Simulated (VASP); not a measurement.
# Ta (P6_3/mmc) in VASP: notebook

The runs below take Ta through single point, relaxation of cell and atoms, with RPBE.

Program: VASP 6.6.1. These are calculated values, not measurements. Logs are shortened: lines on timing, memory, paths and dates and some standing lists are left out, and cuts for length are marked.

## Step 1: The cell of the first run

It takes space group P6_3/mmc (No. 194, hexagonal). The conventional cell has a = 2.956 Å, b = 2.956 Å, c = 5.243 Å, α = 90.00°, β = 90.00°, γ = 120.00°. Ta (site symmetry -6m2) has 12 Ta at 2.96 to 3.13 Å within 3.9 Å.

## Step 2: Single point, RPBE (volume scaled by 1.04)

File INCAR:

```
PREC = Accurate ; ENCUT = 520
EDIFF = 1E-6 ; ISMEAR = -1
SIGMA = 0.1 ; LREAL = False
LASPH = True ; NELM = 60
ALGO = Normal ; ISIF = 2
LWAVE = False ; LCHARG = False
GGA = RP ; NBANDS = 18
```

File KPOINTS:

```
Automatic mesh
0
Gamma
  14 14 7
```

File POSCAR:

```
Ta
1.0
    2.9558578084      0.0000000000      0.0000000000
   -1.4779289042      2.5598479520      0.0000000000
    0.0000000000      0.0000000000      5.2432385294
Ta
2
Direct
    0.3333333333      0.6666666667      0.2500000000
    0.6666666667      0.3333333333      0.7500000000
```

Potentials or basis: VASP PAW PBE potentials, release 64 (Ta_pv).

Run with:

```bash
> cat potpaw_PBE.64/Ta_pv/POTCAR > POTCAR
> mpirun -np 1 vasp_std > vasp.out
```

OUTCAR:

```text
PREC = Accurate
   ENCUT = 520
   EDIFF = 1E-6
   ISMEAR = -1
   LREAL = False
   LASPH = True
   NELM = 60
   ISIF = 2
   GGA = RP

 ion  position               nearest neighbor table
   1  0.333  0.667  0.250-   2 3.13   2 3.13   2 3.13   2 3.13   2 3.13   2 3.13
   2  0.667  0.333  0.750-   1 3.13   1 3.13   1 3.13   1 3.13   1 3.13   1 3.13

  LATTYP: Found a hexagonal cell.
 ALAT       =     2.9558578084
 C/A-ratio  =     1.7738466697

  Lattice vectors:

 A1 = (   2.9558578084,   0.0000000000,   0.0000000000)
 A2 = (  -1.4779289042,   2.5598479520,   0.0000000000)
 A3 = (   0.0000000000,   0.0000000000,   5.2432385294)

Analysis of symmetry for initial positions (statically):
=====================================================================
 Subroutine PRICEL returns:
 Original cell was already a primitive cell.

 Routine SETGRP: Setting up the symmetry group for a
 hexagonal supercell.

 Subroutine GETGRP returns: Found 24 space group operations
 (whereof 12 operations were pure point group operations)
 out of a pool of 24 trial point group operations.

The static configuration has the point symmetry D_3d.
 The point group associated with its full space group is D_6h.

Analysis of symmetry for dynamics (positions and initial velocities):
=====================================================================
 Subroutine PRICEL returns:
 Original cell was already a primitive cell.

 Routine SETGRP: Setting up the symmetry group for a
 hexagonal supercell.

 Subroutine GETGRP returns: Found 24 space group operations
 (whereof 12 operations were pure point group operations)
 out of a pool of 24 trial point group operations.

The dynamic configuration has the point symmetry D_3d.
 The point group associated with its full space group is D_6h.

 Subroutine INISYM returns: Found 24 space group operations
 (whereof 12 operations are pure point group operations),
 and found     1 'primitive' translations

----------------------------------------------------------------------------------------

                                     Primitive cell

  volume of cell :      39.6732

  direct lattice vectors                    reciprocal lattice vectors
     2.955857808  0.000000000  0.000000000     0.338311267  0.195324101  0.000000000
    -1.477928904  2.559847952  0.000000000     0.000000000  0.390648202  0.000000000
     0.000000000  0.000000000  5.243238529     0.000000000  0.000000000  0.190721821

  length of vectors
     2.955857808  2.955857808  5.243238529     0.390648202  0.390648202  0.190721821

  position of ions in fractional coordinates (direct lattice)
     0.333333333  0.666666667  0.250000000
     0.666666667  0.333333333  0.750000000

  ion indices of the primitive-cell ions
   primitive index   ion index
                 1           1
                 2           2

----------------------------------------------------------------------------------------

 KPOINTS: Automatic mesh

Automatic generation of k-mesh.
 Grid dimensions read from file:
 generate k-points for:   14   14    7

 Generating k-lattice:

  Cartesian coordinates                     Fractional coordinates (reciprocal lattice)
     0.024165090  0.013951722  0.000000000     0.071428571  0.000000000  0.000000000
     0.000000000  0.027903443  0.000000000     0.000000000  0.071428571  0.000000000
     0.000000000  0.000000000  0.027245974     0.000000000  0.000000000  0.142857143

  Length of vectors
     0.027903443  0.027903443  0.027245974

  Shift w.r.t. Gamma in fractional coordinates (k-lattice)
     0.000000000  0.000000000  0.000000000

 Subroutine IBZKPT returns following result:
 ===========================================

 Found     96 irreducible k-points:

 Following reciprocal coordinates:
            Coordinates               Weight
  0.000000  0.000000  0.000000      1.000000
  0.071429  0.000000  0.000000      6.000000
  0.142857  0.000000  0.000000      6.000000
  0.214286  0.000000  0.000000      6.000000
  0.285714  0.000000  0.000000      6.000000
  0.357143 -0.000000  0.000000      6.000000
[... 16 lines left out ...]
  0.285714  0.285714  0.000000      6.000000
  0.357143  0.285714  0.000000      6.000000
 [... further k-points ...]
   k-points           NKPTS =     96   k-points in BZ     NKDIM =     96   number of bands    NBANDS=     18
   number of dos      NEDOS =    301   number of ions     NIONS =      2
   total plane-waves  NPLWV =  23040
   dimension x,y,z NGX =    24 NGY =   24 NGZ =   40
   dimension x,y,z NGXF=    48 NGYF=   48 NGZF=   80
   ions per type =               2
   NGX,Y,Z   is equivalent  to a cutoff of  13.50, 13.50, 12.68 a.u.
   NGXF,Y,Z  is equivalent  to a cutoff of  27.00, 27.00, 25.37 a.u.
 SYSTEM =  unknown system
   PREC   = accura    normal or accurate (medium, high low for compatibility)
   ISTART =      0    job   : 0-new  1-cont  2-samecut
   ICHARG =      2    charge: 1-file 2-atom 10-const
   ISPIN  =      1    spin polarized calculation?
   LNONCOLLINEAR =      F non collinear calculations
   LSORBIT =      F    spin-orbit coupling
   LASPH  =      T    aspherical Exc in radial PAW
   ENCUT  =  520.0 eV  38.22 Ry    6.18 a.u.   5.50  5.50  9.75*2*pi/ulx,y,z
   NELM   =     60;   NELMIN=  2; NELMDL= -5     # of ELM steps
   EDIFF  = 0.1E-05   stopping-criterion for ELM
   LREAL  =      F    real-space projection
   EDIFFG = 0.1E-04   stopping-criterion for IOM
   NSW    =      0    number of steps for IOM
   IBRION =     -1    ionic relax: 0-MD 1-quasi-New 2-CG
   NFREE  =      0    steps in history (QN), initial steepest desc. (CG)
   ISIF   =      2    stress and relaxation
   ISYM   =      2    0-nonsym 1-usesym 2-fastsym
   POTIM  = 0.5000    time-step for ionic-motion
   TEBEG  =    0.0;   TEEND  =   0.0 temperature during run
   PSTRESS=    0.0 pullay stress
   NELECT =      22.0000    total number of electrons
   NUPDOWN=      -1.0000    fix difference up-down
   EMIN   =  10.00;   EMAX   =-10.00  energy-range for DOS
   EFERMI =   0.00;   METHOD = LEGACY
   ISMEAR =    -1;   SIGMA  =   0.10  broadening in eV -4-tet -1-fermi 0-gaus
   EFERMI_NEDOS =   21; number of points for ismear=-14 and -15
   IALGO  =     38    algorithm
   IMIX   =      4    mixing-type and parameters
     AMIX     =   0.40;   BMIX     =  1.00
     AMIX_MAG =   1.60;   BMIX_MAG =  1.00
  volume/ion in A,a.u.               =      19.84       133.86
  Fermi-wavevector in a.u.,A,eV,Ry     =   1.344982  2.541648 24.612637  1.808978
  Thomas-Fermi vector in A             =   2.472932
   LORBIT       =      0    0 simple, 1 ext, 2 COOP (PROOUT), +10 PAW based schemes
   GGA     = RP    functional components
   LHFCALC =     F    Hartree Fock is set to
   AEXX    =    0.0000 exact exchange contribution
   IVDW    =     0    specifies the selected vdW correction
   LEPSILON=     F    determine dielectric tensor
   LRPA    =     F    only Hartree local field effects (RPA)
 non-spin polarized calculation
  energy-cutoff  :      520.00
  volume of cell :       39.67
 maximum number of plane-waves:      1099
 NGX is ok and might be reduce to    24
   NGX = 11   NGY = 11   NGZ = 19

 number of electron      22.0000002 magnetization

 Free energy of the ion-electron system (eV)
  ---------------------------------------------------
  ext. energy  EPLUGINS =         0.00000000
  ---------------------------------------------------
  free energy    TOTEN  =       -22.10003967 eV

  energy without entropy =      -22.00918355  energy(sigma->0) =      -22.05461161

 E-fermi :   5.2266     XC(G=0): -12.0631

 val. band max:        5.2218750611   @ k =   0.1429   0.0000   0.4286
 cond. band min:       5.2428309634   @ k =   0.0714   0.0714   0.2857
 fundamental gap:      0.0209559024
 Fermi energy:         5.2265682692

 k-point     1 :       0.0000    0.0000    0.0000
  band No.  band energies     occupation
      1     -29.3980      2.00000
      2     -28.7240      2.00000
      3     -28.6252      2.00000
      4     -28.6252      2.00000
      5     -28.5554      2.00000
      6     -28.5554      2.00000
[... 10 lines left out ...]
     17      10.0619      0.00000
     18      10.0619      0.00000

 k-point     2 :       0.0714    0.0000    0.0000
  band No.  band energies     occupation
      1     -29.3846      2.00000
      2     -28.7257      2.00000
      3     -28.6682      2.00000
      4     -28.6370      2.00000
      5     -28.5994      2.00000
      6     -28.5634      2.00000
[... 10 lines left out ...]
     17      10.1355      0.00000
     18      10.4442      0.00000

 k-point     3 :       0.1429    0.0000    0.0000
  band No.  band energies     occupation
      1     -29.3462      2.00000
      2     -28.7879      2.00000
      3     -28.7314      2.00000
      4     -28.7203      2.00000
      5     -28.6694      2.00000
      6     -28.5862      2.00000
[... 10 lines left out ...]
     17      10.2787      0.00000
     18      11.3060      0.00000

 k-point     4 :       0.2143    0.0000    0.0000
  band No.  band energies     occupation
      1     -29.2873      2.00000
      2     -28.9590      2.00000
      3     -28.8894      2.00000
      4     -28.7428      2.00000
      5     -28.7151      2.00000
      6     -28.6198      2.00000
[... 375 lines left out ...]
      4     -29.0016      2.00000
      5     -28.9317      2.00000
      6     -28.8641      2.00000
[... 10 lines left out ...]
     17      12.5919      0.00000
     18      12.8671      0.00000

 k-point    23 :       0.2857    0.2857    0.0000
  band No.  band energies     occupation
      1     -29.2997      2.00000
      2     -29.2381      2.00000
      3     -29.0776      2.00000
      4     -28.9965      2.00000
      5     -28.9928      2.00000
      6     -28.8702      2.00000
[... 10 lines left out ...]
     17      12.5603      0.00000
     18      12.6229      0.00000

 k-point    24 :       0.3571    0.2857    0.0000
  band No.  band energies     occupation
      1     -29.2855      2.00000
      2     -29.1998      2.00000
      3     -29.1429      2.00000
      4     -29.0476      2.00000
      5     -28.9547      2.00000
      6     -28.9008      2.00000
[... 10 lines left out ...]
     17      12.0334      0.00000
     18      12.2021      0.00000

 [... further k-points ...]
[... 5 lines left out ...]
  --------------------------------------------------------------------------------------
  -------------------------------------------------------------------------------------
  Total       -1.6038732     -1.6038732     -1.5882310      0.0000000      0.0000000      0.0000000
  in kB      -64.7714000    -64.7714000    -64.1397017      0.0000000      0.0000000      0.0000000
  external PRESSURE =     -64.5608339 kB  Pullay stress =       0.0000000 kB

 VOLUME and BASIS-vectors are now :
 -----------------------------------------------------------------------------
  energy-cutoff  :      520.00
  volume of cell :       39.67
      direct lattice vectors                 reciprocal lattice vectors
     2.955857808  0.000000000  0.000000000     0.338311267  0.195324101  0.000000000
    -1.477928904  2.559847952  0.000000000     0.000000000  0.390648202  0.000000000
     0.000000000  0.000000000  5.243238529     0.000000000  0.000000000  0.190721821

 POSITION                                       TOTAL-FORCE (eV/Angst)
 -----------------------------------------------------------------------------------
     -0.00000      1.70657      1.31081        -0.000000      0.000000      0.000000
      1.47793      0.85328      3.93243         0.000000     -0.000000      0.000000
 -----------------------------------------------------------------------------------
    total drift:                                0.000000     -0.000000      0.000000

  FREE ENERGIE OF THE ION-ELECTRON SYSTEM (eV)
  ---------------------------------------------------
  free  energy   TOTEN  =       -22.1000396679 eV

  energy  without entropy=      -22.0091835468  energy(sigma->0) =      -22.05461161
```

Wall time 29 s (1 thread of AMD EPYC 9R45 (Zen 5), shared host); peak memory 0.16 GiB.

Results:

| Property | Result |
| --- | --- |
| Free energy | -22.1000 eV |
| Pressure | -6.5 GPa |
| Band gap on the k mesh | zero (band 11 reaches 6.19 eV, above the bottom of band 12 at 4.61 eV) |

Levels at points of the mesh, in eV from the Fermi level:
```csv
k point,band 8,band 9,band 10,band 11,band 12,band 13,band 14,band 15
"(0.00, 0.00, 0.00)",-4.69,-0.43,-0.24,0.62,0.62,1.15,1.15,2.81
"(0.50, 0.00, 0.00)",-3.56,-3.05,-0.58,-0.29,0.49,0.87,5.21,5.98
```

Caveat: the PAW data sets were made with another functional, which shifts forces and pressure a little; spin-orbit coupling is left out, which moves the levels of the heavy elements.

[end of part 1 of 3]
